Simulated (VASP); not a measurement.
# Zn4Ge4P8H (a cell with a defect) in VASP: notebook

Zn4Ge4P8H (a cell with a defect) is run at these levels: PBE; tasks: single point.

All numbers are computed with VASP 6.6.1; they aren't measurements. Logs are shortened: lines on timing, memory, paths and dates and some standing lists are left out, and cuts for length are marked.

**1. The cell of the first run**

The cell holds a defect, 17 atoms: a = 6.673 Å, b = 6.673 Å, c = 7.778 Å, α = 90.00°, β = 90.00°, γ = 108.70°.

**2. Single point, PBE**

Contents of INCAR:

```
  ALGO = Normal
  EDIFF = 1E-7
  ENCUT = 520
  GGA = PE
  ISIF = 2
  ISMEAR = 0
  LASPH = True
  LCHARG = False
  LREAL = Auto
  LWAVE = False
  NBANDS = 86
  NELECT = 146.0
  NELM = 100
  PREC = Accurate
  SIGMA = 0.02
```

Contents of KPOINTS:

```
Automatic mesh
0
Gamma
  2 2 2
  0.5 0.5 0.5
```

Contents of POSCAR:

```
Zn4Ge4P8H
1.0
    2.7500814167      2.7500814167     -5.4220272045
    2.7500814167      2.7500814167      5.4220272045
    5.5001628335     -5.5001628335      0.0000000000
Zn Ge P H
4 4 8 1
Direct
   -0.0138822761     -0.0105731817     -0.0082100297
    0.4909744234      0.5123660534      0.4922788801
   -0.0238413872      0.4899834047      0.7457661935
    0.4940797116     -0.0222882250      0.2552260801
    0.4883673913      0.4896427446     -0.0066317128
    0.0776203465      0.0242504557      0.4902538491
   -0.0223115729      0.4894724694      0.2393737313
    0.4902583469     -0.0185681300      0.7393476563
    0.1114067369      0.3660871264     -0.0056491055
    0.6504065119      0.8830475431      0.5019541391
    0.6007989555      0.3598951476      0.7441228785
    0.1151917411      0.8561384107      0.2316091430
    0.6131337695      0.8637730505      0.9922691682
    0.1105413946      0.3893087159      0.4904424799
    0.6048618917      0.3616720385      0.2427726306
    0.1155057844      0.8633305088      0.7487635593
    0.3360988090      0.1132509784      0.4781915699
```

Potentials or basis: VASP PAW PBE potentials, release 64 (Zn, Ge_d, P, H).

Launch:

```sh
> cat potpaw_PBE.64/Zn/POTCAR potpaw_PBE.64/Ge_d/POTCAR potpaw_PBE.64/P/POTCAR potpaw_PBE.64/H/POTCAR > POTCAR
> mpirun -np 1 vasp_std > vasp.out
```

OUTCAR:

```text
EDIFF = 1E-7
   ENCUT = 520
   GGA = PE
   ISIF = 2
   ISMEAR = 0
   LASPH = True
   LREAL = Auto
   NELECT = 146.0
   NELM = 100
   PREC = Accurate

 ion  position               nearest neighbor table
   1  0.986  0.989  0.992-  16 2.34  12 2.35  13 2.36   9 2.38
   2  0.491  0.512  0.492-  10 2.36  14 2.40  15 2.42  11 2.43
   3  0.976  0.490  0.746-  14 2.36  16 2.36  11 2.37   9 2.39
   4  0.494  0.978  0.255-  10 2.36  12 2.40  13 2.40  15 2.43
   5  0.488  0.490  0.993-  11 2.34  15 2.35  13 2.36   9 2.38
   6  0.078  0.024  0.490-  17 1.64  16 2.33  12 2.36  14 2.37  10 2.70
   7  0.978  0.489  0.239-  12 2.32  14 2.33  15 2.36   9 2.36
   8  0.490  0.981  0.739-  10 2.33  13 2.36  16 2.37  11 2.39
   9  0.111  0.366  0.994-   7 2.36   1 2.38   5 2.38   3 2.39
  10  0.650  0.883  0.502-   8 2.33   2 2.36   4 2.36   6 2.70
  11  0.601  0.360  0.744-   5 2.34   3 2.37   8 2.39   2 2.43
  12  0.115  0.856  0.232-   7 2.32   1 2.35   6 2.36   4 2.40
  13  0.613  0.864  0.992-   1 2.36   8 2.36   5 2.36   4 2.40
  14  0.111  0.389  0.490-   7 2.33   3 2.36   6 2.37   2 2.40
  15  0.605  0.362  0.243-   5 2.35   7 2.36   2 2.42   4 2.43
  16  0.116  0.863  0.749-   6 2.33   1 2.34   3 2.36   8 2.37
  17  0.336  0.113  0.478-   6 1.64

  LATTYP: Found a base centered orthorhombic cell.
 ALAT       =     7.7784048743
 B/A-ratio  =     1.3941231633
 C/A-ratio  =     1.0000000000

  Lattice vectors:

 A1 = (   2.7500814167,   2.7500814167,  -5.4220272045)
 A2 = (   2.7500814167,   2.7500814167,   5.4220272045)
 A3 = (   5.5001628335,  -5.5001628335,   0.0000000000)

Analysis of symmetry for initial positions (statically):
=====================================================================
 Subroutine PRICEL returns:
 Original cell was already a primitive cell.

 Routine SETGRP: Setting up the symmetry group for a
 base centered orthorhombic supercell.

 Subroutine GETGRP returns: Found  1 space group operations
 (whereof  1 operations were pure point group operations)
 out of a pool of  8 trial point group operations.

The static configuration has the point symmetry C_1 .

Analysis of symmetry for dynamics (positions and initial velocities):
=====================================================================
 Subroutine PRICEL returns:
 Original cell was already a primitive cell.

 Routine SETGRP: Setting up the symmetry group for a
 base centered orthorhombic supercell.

 Subroutine GETGRP returns: Found  1 space group operations
 (whereof  1 operations were pure point group operations)
 out of a pool of  8 trial point group operations.

The dynamic configuration has the point symmetry C_1 .

 Subroutine INISYM returns: Found  1 space group operations
 (whereof  1 operations are pure point group operations),
 and found     1 'primitive' translations

----------------------------------------------------------------------------------------

                                     Primitive cell

  volume of cell :     328.0521

  direct lattice vectors                    reciprocal lattice vectors
     2.750081417  2.750081417 -5.422027204     0.090906400  0.090906400 -0.092216431
     2.750081417  2.750081417  5.422027204     0.090906400  0.090906400  0.092216431
     5.500162834 -5.500162834  0.000000000     0.090906400 -0.090906400  0.000000000

  length of vectors
     6.672651242  6.672651242  7.778404874     0.158214466  0.158214466  0.128561063

  position of ions in fractional coordinates (direct lattice)
     0.986117724  0.989426818  0.991789970
     0.490974423  0.512366053  0.492278880
     0.976158613  0.489983405  0.745766194
     0.494079712  0.977711775  0.255226080
     0.488367391  0.489642745  0.993368287
     0.077620346  0.024250456  0.490253849
[... 9 lines left out ...]
     0.115505784  0.863330509  0.748763559
     0.336098809  0.113250978  0.478191570

  ion indices of the primitive-cell ions
   primitive index   ion index
                 1           1
                 2           2
                 3           3
                 4           4
                 5           5
                 6           6
[... 9 lines left out ...]
                16          16
                17          17

----------------------------------------------------------------------------------------

 KPOINTS: Automatic mesh

Automatic generation of k-mesh.
 Grid dimensions read from file:
 generate k-points for:    2    2    2

 Generating k-lattice:

  Cartesian coordinates                     Fractional coordinates (reciprocal lattice)
     0.045453200  0.045453200 -0.046108216     0.500000000  0.000000000  0.000000000
     0.045453200  0.045453200  0.046108216     0.000000000  0.500000000  0.000000000
     0.045453200 -0.045453200  0.000000000     0.000000000  0.000000000  0.500000000

  Length of vectors
     0.079107233  0.079107233  0.064280532

  Shift w.r.t. Gamma in fractional coordinates (k-lattice)
     0.500000000  0.500000000  0.500000000

[... 41 lines left out ...]
   NUPDOWN=      -1.0000    fix difference up-down
   EMIN   =  10.00;   EMAX   =-10.00  energy-range for DOS
   EFERMI =   0.00;   METHOD = LEGACY
   ISMEAR =     0;   SIGMA  =   0.02  broadening in eV -4-tet -1-fermi 0-gaus
   EFERMI_NEDOS =   21; number of points for ismear=-14 and -15
   IALGO  =     38    algorithm
   IMIX   =      4    mixing-type and parameters
     AMIX     =   0.40;   BMIX     =  1.00
     AMIX_MAG =   1.60;   BMIX_MAG =  1.00
  volume/ion in A,a.u.               =      19.30       130.22
  Fermi-wavevector in a.u.,A,eV,Ry     =   1.249908  2.361984 21.255988  1.562271
  Thomas-Fermi vector in A             =   2.383927
   LORBIT       =      0    0 simple, 1 ext, 2 COOP (PROOUT), +10 PAW based schemes
   GGA     = PE    functional components
   LHFCALC =     F    Hartree Fock is set to
   AEXX    =    0.0000 exact exchange contribution
   IVDW    =     0    specifies the selected vdW correction
   LEPSILON=     F    determine dielectric tensor
   LRPA    =     F    only Hartree local field effects (RPA)
 non-spin polarized calculation
 Gauss-broadening in eV      SIGMA  =   0.02
  energy-cutoff  :      520.00
  volume of cell :      328.05
 maximum number of plane-waves:      8850
 NGX is ok and might be reduce to    50
   NGX = 25   NGY = 25   NGZ = 29

 number of electron     145.9999995 magnetization

 Free energy of the ion-electron system (eV)
  ---------------------------------------------------
  ext. energy  EPLUGINS =         0.00000000
  ---------------------------------------------------
  free energy    TOTEN  =       -66.40123040 eV

  energy without entropy =      -66.40123040  energy(sigma->0) =      -66.40123040

 E-fermi :   4.0888     XC(G=0):  -9.8542

 val. band max:        3.9917553749   @ k =   0.2500   0.2500   0.2500
 cond. band min:       5.6096650946   @ k =  -0.2500   0.2500   0.2500
 fundamental gap:      1.6179097196
 Fermi energy:         4.0888376339

 k-point     1 :       0.2500    0.2500    0.2500
  band No.  band energies     occupation
      1     -20.8065      2.00000
      2     -20.8032      2.00000
      3     -20.7998      2.00000
      4     -20.7776      2.00000
      5     -20.7757      2.00000
      6     -20.7738      2.00000
[... 77 lines left out ...]
     84       8.1986      0.00000
     85       8.5117      0.00000

 k-point     2 :      -0.2500   -0.2500    0.2500
  band No.  band energies     occupation
      1     -20.8065      2.00000
      2     -20.8032      2.00000
      3     -20.7998      2.00000
      4     -20.7776      2.00000
      5     -20.7757      2.00000
      6     -20.7738      2.00000
[... 77 lines left out ...]
     84       8.2346      0.00000
     85       8.4266      0.00000

 k-point     3 :      -0.2500    0.2500    0.2500
  band No.  band energies     occupation
      1     -20.8065      2.00000
      2     -20.8032      2.00000
      3     -20.7998      2.00000
      4     -20.7776      2.00000
      5     -20.7757      2.00000
      6     -20.7738      2.00000
[... 77 lines left out ...]
     84       7.8365      0.00000
     85       8.0602      0.00000

 k-point     4 :       0.2500   -0.2500    0.2500
  band No.  band energies     occupation
      1     -20.8065      2.00000
      2     -20.8032      2.00000
      3     -20.7998      2.00000
      4     -20.7776      2.00000
      5     -20.7757      2.00000
      6     -20.7738      2.00000
[... 77 lines left out ...]
     84       7.8326      0.00000
     85       8.0190      0.00000
 [bands above 85 left out]

------------------------ aborting loop because EDIFF is reached ----------------------------------------

  FORCE on cell =-STRESS in cart. coord.  units (eV):
  Direction    XX          YY          ZZ          XY          YZ          ZX
  --------------------------------------------------------------------------------------
  -------------------------------------------------------------------------------------
  Total       10.8055933     10.4198286     11.3551161      1.6025156      0.1960285      0.7238410
  in kB       52.7735632     50.8895226     55.4573839      7.8265447      0.9573857      3.5351754
  external PRESSURE =      53.0401566 kB  Pullay stress =       0.0000000 kB

 VOLUME and BASIS-vectors are now :
 -----------------------------------------------------------------------------
  energy-cutoff  :      520.00
  volume of cell :      328.05
      direct lattice vectors                 reciprocal lattice vectors
     2.750081417  2.750081417 -5.422027204     0.090906400  0.090906400 -0.092216431
     2.750081417  2.750081417  5.422027204     0.090906400  0.090906400  0.092216431
     5.500162834 -5.500162834  0.000000000     0.090906400 -0.090906400  0.000000000

 POSITION                                       TOTAL-FORCE (eV/Angst)
 -----------------------------------------------------------------------------------
     10.88791     -0.02210      0.01794        -0.010905      0.006030      0.017389
      5.46688      0.05165      0.11599         0.022553      0.022430      0.027502
      8.13385     -0.06983     -2.63606        -0.010842     -0.005696     -0.002539
      5.45133      2.64376      2.62227        -0.021907      0.008082     -0.001761
      8.15329     -2.77408      0.00692         0.004636      0.009222      0.001735
      2.97663     -2.41632     -0.28937         0.031123      0.031454     -0.049231
[... 9 lines left out ...]
      6.81020     -1.42644      4.05473        -0.017962      0.027260      0.004923
      3.86588     -1.39438     -1.20829         0.068990     -0.082616     -0.049471
 -----------------------------------------------------------------------------------
    total drift:                               -0.007110      0.000972     -0.000203

  FREE ENERGIE OF THE ION-ELECTRON SYSTEM (eV)
  ---------------------------------------------------
  free  energy   TOTEN  =       -66.4012304015 eV

  energy  without entropy=      -66.4012304015  energy(sigma->0) =      -66.40123040
```

Run time: 6.2 min. Hardware: 1 thread of Intel Xeon 8259CL, shared host; peak memory 0.41 GiB.

What came out:

```
Free energy   : -66.4012 eV
Largest force : 0.118 eV/Å
```

Forces in eV/Å, atoms in the order of the input:
```
Zn  -0.011  0.006  0.017
Zn   0.023  0.022  0.028
Zn  -0.011 -0.006 -0.003
Zn  -0.022  0.008 -0.002
Ge   0.005  0.009  0.002
Ge   0.031  0.031 -0.049
Ge   0.002 -0.009 -0.004
Ge  -0.027  0.014  0.011
P    0.024 -0.009 -0.006
P    0.020  0.000  0.006
P   -0.002 -0.026  0.009
P   -0.039 -0.028  0.005
P   -0.024 -0.001  0.023
P   -0.023  0.008 -0.010
P    0.002  0.035  0.016
P   -0.018  0.027  0.005
H    0.069 -0.083 -0.049
```

Caveat: the cell carries a net charge on a neutralising background, which shifts energy and pressure; the cell is charged against a uniform background, so pressure and absolute levels hang on convention.

**3. Single point, PBE**

Contents of INCAR:

```
SYSTEM = Zn4Ge4P8H
  ALGO = Normal
  EDIFF = 1E-7
  ENCUT = 520
  GGA = PE
  ISIF = 2
  ISMEAR = 0
  LASPH = .True.
  LCHARG = .False.
  LREAL = Auto
  LWAVE = .False.
  NBANDS = 86
  NELECT = 146.0
  NELM = 80
  PREC = Accurate
  SIGMA = 0.02
```

KPOINTS is that of step 2.

Contents of POSCAR:

```
Zn4Ge4P8H
1.0
    2.7500814167      2.7500814167     -5.4220272045
    2.7500814167      2.7500814167      5.4220272045
    5.5001628335     -5.5001628335      0.0000000000
Zn Ge P H
4 4 8 1
Direct
   -0.0146643293     -0.0143520844      0.0057162853
    0.4900430280      0.4969553872      0.4954026058
   -0.0083144087      0.4844979471      0.7499580694
    0.5030714706     -0.0047507694      0.2316172336
    0.5003285097      0.5068742164     -0.0022120254
   -0.0058894103     -0.0247613186      0.5022547666
   -0.0065446216      0.4895666848      0.2480052030
    0.4690493567      0.0074970801      0.7051590321
    0.1232911015      0.3655075180      0.0024315644
    0.6237550495      0.8692809294      0.4837128610
    0.6154982098      0.3763658796      0.7480983972
    0.1230398965      0.8622042070      0.2503448610
    0.6145934471      0.8757026129      0.9775009691
    0.1124328631      0.3559567243      0.4962268541
    0.6191598854      0.3720078610      0.2437442382
    0.1062519352      0.8568968225      0.7595199681
    0.3585607210      0.0364579476      0.5160668122
```

Potentials or basis: VASP PAW PBE potentials, release 64 (Zn, Ge_d, P, H).

Launch:

```sh
> cat potpaw_PBE.64/Zn/POTCAR potpaw_PBE.64/Ge_d/POTCAR potpaw_PBE.64/P/POTCAR potpaw_PBE.64/H/POTCAR > POTCAR
> mpirun -np 1 vasp_std > vasp.out
```

Wall time 6.5 min (1 thread of Intel Xeon 8259CL, shared host); peak memory 0.42 GiB.

The run converged. Its results:

```yaml
Free_energy: -66.1342 eV
Largest_force: 0.806 eV/Å
```

Forces in eV/Å, atoms in the order of the input:
```
Zn  -0.026 -0.108  0.073
Zn  -0.005  0.002 -0.104
Zn  -0.040 -0.089 -0.025
Zn   0.021 -0.113 -0.112
Ge   0.015 -0.008 -0.015
Ge   0.099  0.079 -0.076
Ge  -0.045 -0.036 -0.002
Ge  -0.369  0.192  0.163
P    0.028 -0.019 -0.034
P    0.153  0.176 -0.456
P   -0.043 -0.060 -0.018
P   -0.011 -0.082 -0.029
P   -0.157 -0.021  0.086
P    0.006  0.012 -0.001
P   -0.060 -0.018 -0.060
P   -0.062 -0.153  0.023
H    0.496  0.246  0.586
```

Levels at points of the mesh, in eV from the Fermi level:
| k point | band 70 | band 71 | band 72 | band 73 | band 74 | band 75 | band 76 | band 77 |
| --- | --- | --- | --- | --- | --- | --- | --- | --- |
| (0.25, 0.25, 0.25) | -1.49 | -1.28 | -1.12 | -0.26 | 1.35 | 1.59 | 1.85 | 2.06 |

Caveat: the cell carries a net charge on a neutralising background, which shifts energy and pressure; the cell is charged against a uniform background, so pressure and absolute levels hang on convention.

**4. Single point, PBE**

Contents of INCAR:

```
PREC = Accurate
ENCUT = 520
EDIFF = 1E-6
ISMEAR = 0
SIGMA = 0.02
LREAL = Auto
LASPH = True
NELM = 100
ALGO = Normal
ISIF = 2
LWAVE = False
LCHARG = False
GGA = PE
NBANDS = 86
NELECT = 146.0
```

KPOINTS is that of step 3.

Contents of POSCAR:

```
Zn4Ge4P8H
1.0
    2.7500814167      2.7500814167     -5.4220272045
    2.7500814167      2.7500814167      5.4220272045
    5.5001628335     -5.5001628335      0.0000000000
Zn Ge P H
4 4 8 1
Direct
    0.0021122964     -0.0153822672      0.0016793139
    0.4799917663      0.5000626726      0.4990044082
   -0.0001488304      0.4916010077      0.7484881129
    0.5013080160      0.0075840086      0.2215637131
    0.4973074427      0.5021986022     -0.0010174244
   -0.0294460215     -0.0391621291      0.5026454823
   -0.0005204767      0.4915266672      0.2510989296
    0.4975706141      0.0022805872      0.7551328253
    0.1214515026      0.3649757326      0.0026574668
    0.5569942351      0.8773732989      0.4906097477
    0.6194393438      0.3789790970      0.7506332312
    0.1248201616      0.8639909272      0.2495567934
    0.6343229904      0.8737723608      0.9907175778
    0.1069418757      0.3461994358      0.4968770167
    0.6222171826      0.3805522203      0.2475938515
    0.1285422147      0.8707103832      0.7518951939
    0.3452101478     -0.0842360560      0.4960780403
```

Launch:

```sh
> cat potpaw_PBE.64/Zn/POTCAR potpaw_PBE.64/Ge_d/POTCAR potpaw_PBE.64/P/POTCAR potpaw_PBE.64/H/POTCAR > POTCAR
> mpirun -np 1 vasp_std > vasp.out
```

It took 5.3 min on 1 thread of Intel Xeon 8259CL, shared host; peak memory 0.41 GiB.

The run converged. Its results:

```
Free energy   : -66.0370 eV
Largest force : 0.680 eV/Å
```

Forces on the atoms (eV/Å):
```
Zn   0.026  0.080 -0.035
Zn   0.006 -0.004  0.039
Zn   0.040  0.080  0.023
Zn  -0.010  0.076  0.078
Ge  -0.001  0.011  0.011
Ge  -0.066 -0.046  0.085
Ge   0.048  0.048  0.010
Ge   0.228 -0.128 -0.112
P    0.038  0.033  0.033
P   -0.084 -0.171  0.327
P    0.033  0.003  0.000
P    0.015  0.016  0.039
P    0.066  0.005 -0.053
P   -0.032  0.014  0.009
P    0.043  0.070  0.029
P    0.049  0.159  0.010
H   -0.401 -0.245 -0.493
```

Levels at points of the mesh, in eV from the Fermi level:
```tsv
k point	band 71	band 72	band 73	band 74	band 75	band 76
(0.25, 0.25, 0.25)	-1.51	-1.40	-0.33	1.21	1.56	1.75
```

Caveat: the cell carries a net charge on a neutralising background, which shifts energy and pressure; the cell is charged against a uniform background, so pressure and absolute levels hang on convention.

**5. Single point, PBE**

Contents of INCAR:

```
SYSTEM = Zn4Ge4P8H
  PREC = Accurate
  ENCUT = 520
  EDIFF = 1E-7
  ISMEAR = 0
  SIGMA = 0.02
  LREAL = Auto
  LASPH = .TRUE.
  NELM = 60
  ALGO = Normal
  ISIF = 2
  LWAVE = .FALSE.
  LCHARG = .FALSE.
  GGA = PE
  NELECT = 146.0
  NBANDS = 86
```

KPOINTS is that of step 4.

Contents of POSCAR:

```
Zn4Ge4P8H
1.0
    2.7500814167      2.7500814167     -5.4220272045
    2.7500814167      2.7500814167      5.4220272045
    5.5001628335     -5.5001628335      0.0000000000
Zn Ge P H
4 4 8 1
Direct
    0.0010224558      0.0002373251      0.0017298579
    0.4989776726      0.4747518627      0.4994929392
    0.0131735714      0.5095978604      0.7473902363
    0.4951538777      0.0032795474      0.2365707233
    0.5047421830      0.5001426118     -0.0010548779
   -0.0415773454     -0.0163860295      0.5028007504
    0.0140083663      0.5093574117      0.2514164656
    0.4905574360     -0.0055741581      0.7573683955
    0.1304203147      0.3788993336      0.0022012985
    0.5297843197      0.8375050184      0.4969374694
    0.6319992547      0.3688974763      0.7543946653
    0.1187875491      0.8827575263      0.2537303971
    0.6288248804      0.8731631971      0.9970454814
    0.1216442736      0.3628066564      0.4965775710
    0.6373427961      0.3764590074      0.2436550591
    0.1206419510      0.8871456669      0.7500903382
    0.2970630305     -0.2288952305      0.5065344580
```

Launch:

```sh
> cat potpaw_PBE.64/Zn/POTCAR potpaw_PBE.64/Ge_d/POTCAR potpaw_PBE.64/P/POTCAR potpaw_PBE.64/H/POTCAR > POTCAR
> mpirun -np 1 vasp_std > vasp.out
```

Wall time 6.2 min (1 thread of Intel Xeon 8259CL, shared host); peak memory 0.41 GiB.

It converged, with:

| Item | Value |
| --- | --- |
| Free energy | -66.4925 eV |
| Largest force | 0.036 eV/Å |

Forces on the atoms (eV/Å):
```
Zn   0.004 -0.003 -0.007
Zn   0.000  0.002 -0.002
Zn  -0.009  0.008  0.005
Zn   0.003 -0.003 -0.005
Ge   0.007  0.005 -0.001
Ge  -0.001  0.000 -0.005
Ge   0.010 -0.003 -0.001
Ge  -0.021  0.007  0.001
P    0.032  0.003  0.009
P    0.013 -0.031  0.012
P    0.008 -0.026  0.003
P   -0.001 -0.026 -0.004
P   -0.033 -0.013  0.001
P   -0.021  0.008  0.001
P   -0.002  0.029  0.003
P   -0.002  0.033 -0.007
H    0.014  0.011 -0.004
```

Levels at points of the mesh, in eV from the Fermi level:
```tsv
k point	band 70	band 71	band 72	band 73	band 74	band 75	band 76	band 77
(0.25, 0.25, 0.25)	-1.49	-1.39	-1.17	-0.38	1.32	1.68	1.91	2.04
```

Caveat: the cell carries a net charge on a neutralising background, which shifts energy and pressure; the cell is charged against a uniform background, so pressure and absolute levels hang on convention.
